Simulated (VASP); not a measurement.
Input of a VASP 6.6.1 run:

The input INCAR:

```
  PREC = Accurate
  ENCUT = 520
  EDIFF = 1E-6
  ISMEAR = 0
  SIGMA = 0.05
  LREAL = False
  LASPH = True
  NELM = 150
  ALGO = Normal
  ISIF = 2
  LWAVE = False
  LCHARG = False
  ISPIN = 2
  MAGMOM = 3.5
  LORBIT = 11
  LMAXMIX = 4
  GGA = PE
  NBANDS = 16
```

File KPOINTS:

```
Automatic mesh
0
Gamma
  10 10 10
```

The input POSCAR:

```
Mn
1.0
   -1.4502085340      1.4502085340      1.4502085340
    1.4502085340     -1.4502085340      1.4502085340
    1.4502085340      1.4502085340     -1.4502085340
Mn
1
Direct
    0.0000000000      0.0000000000      0.0000000000
```

Potentials or basis: VASP PAW PBE potentials, release 64 (Mn_pv).

Launch:

```bash
$ cat potpaw_PBE.64/Mn_pv/POTCAR > POTCAR
$ mpirun -np 1 vasp_std > vasp.out
```

Q: Estimate the site moments.

A: Mn +1.14 μB.

Q: What does it give for the pressure?

A: -20.4 GPa.
